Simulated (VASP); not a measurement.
A run of VASP 6.6.1:

Contents of INCAR:

```
ALGO = Normal ; EDIFF = 1E-6
ENCUT = 520 ; GGA = CA
ISIF = 2 ; ISMEAR = -1
LASPH = True ; LCHARG = False
LREAL = False ; LWAVE = False
NBANDS = 12 ; NELM = 100
PREC = Accurate ; SIGMA = 0.05
```

File KPOINTS:

```
k-points
0
Gamma
  12 12 12
```

File POSCAR:

```
Zn
1.0
   -1.5998102441      1.5998102441      1.5998102441
    1.5998102441     -1.5998102441      1.5998102441
    1.5998102441      1.5998102441     -1.5998102441
Zn
1
Direct
    0.0000000000      0.0000000000      0.0000000000
```

Potentials or basis: VASP PAW LDA potentials, release 64 (Zn).

Run with:

```bash
$ cat potpaw_LDA.64/Zn/POTCAR > POTCAR
$ mpirun -np 1 vasp_std > vasp.out
```

Hardware: 1 thread of AMD EPYC 7R43 64-Core Processor (Zen 3), with other jobs on the host.

Q: How long does it take, and how much memory?

A: Wall time 12 s on 1 thread of AMD EPYC 7R43 64-Core Processor (Zen 3) (shared host), peak memory 0.1 GiB. Counts: scf iterations 10, k points 72.
